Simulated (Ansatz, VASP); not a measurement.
**Al2Cu: VASP beside Ansatz**

File INCAR:

```
  ALGO = Fast
  EDIFF = 1E-6
  ENCUT = 520
  GGA = PE
  ISIF = 2
  ISMEAR = 0
  LASPH = T
  LCHARG = F
  LREAL = F
  LWAVE = F
  NBANDS = 26
  NELM = 60
  PREC = Accurate
  SIGMA = 0.15
```

Contents of KPOINTS:

```
k-points
0
Gamma
  10 10 10
```

POSCAR

```
Al2Cu
1.0
   -2.9051000000      2.9051000000      2.3924500000
    2.9051000000     -2.9051000000      2.3924500000
    2.9051000000      2.9051000000     -2.3924500000
Al Cu
4 2
Direct
    0.1587211657      0.6587211657      0.8174423314
    0.6587211657      0.8412788343      0.5000000000
    0.8412788343      0.3412788343      0.1825576686
    0.3412788343      0.1587211657      0.5000000000
    0.7500000000      0.7500000000      0.0000000000
    0.2500000000      0.2500000000      0.0000000000
```

Input for Ansatz:

```yaml
crystal:
  lattice:
    - [-2.9051, 2.9051, 2.39245]
    - [2.9051, -2.9051, 2.39245]
    - [2.9051, 2.9051, -2.39245]
  atoms:
    - { symbol: Al, position: [0.1587211657, 0.6587211657, 0.8174423314] }
    - { symbol: Al, position: [0.6587211657, 0.8412788343, 0.5] }
    - { symbol: Al, position: [0.8412788343, 0.3412788343, 0.1825576686] }
    - { symbol: Al, position: [0.3412788343, 0.1587211657, 0.5] }
    - { symbol: Cu, position: [0.75, 0.75, 0.0] }
    - { symbol: Cu, position: [0.25, 0.25, 0.0] }
basis:
  ecutwfc: 520.0
kpoints:
  mp_grid: { grid: [10, 10, 10] }
hamiltonian:
  xc: pbe
  pseudopotentials: { kind: paw, azcp: { folder: soft_1 } }
scf:
  occupations: { method: gaussian, width: 0.15 }
output:
  forces: true
  stress: true
  eigenvalues: true
```

Alike in both runs: task single point; functional PBE; k mesh 10 × 10 × 10; occupations gaussian, width 0.15 eV; no spin polarisation.

|  | VASP | Ansatz |
| --- | --- | --- |
| version | VASP 6.6.1 | Ansatz 0.2.0 |
| potentials or method | VASP PAW PBE potentials, release 64 (Al, Cu), cutoff 520 eV | scalar-relativistic, plane waves, PAW |
| valence electrons in the cell | 34 | 50 |

VASP gave:

| Item | Value |
| --- | --- |
| gap on the k mesh at the Fermi level (eV) | none |
| pressure (GPa) | 13.2 |
| traceless stress, the component that is largest in VASP (GPa) | -2.33 |
| rms of the force components (eV/Å) | 0.003 |

Which values does Ansatz return?

gap on the k mesh at the Fermi level (eV): none; pressure (GPa): 12.9; traceless stress, the component that is largest in VASP (GPa): -2.37; rms of the force components (eV/Å): 0.002.

Atom by atom the forces differ by 0.001 eV/Å (rms over components). A gap of «none» marks a metal or a gap that the smearing closes. VASP's potentials hold 34 valence electrons a cell and Ansatz's 50, so a difference there can come from the potentials and not from the codes.
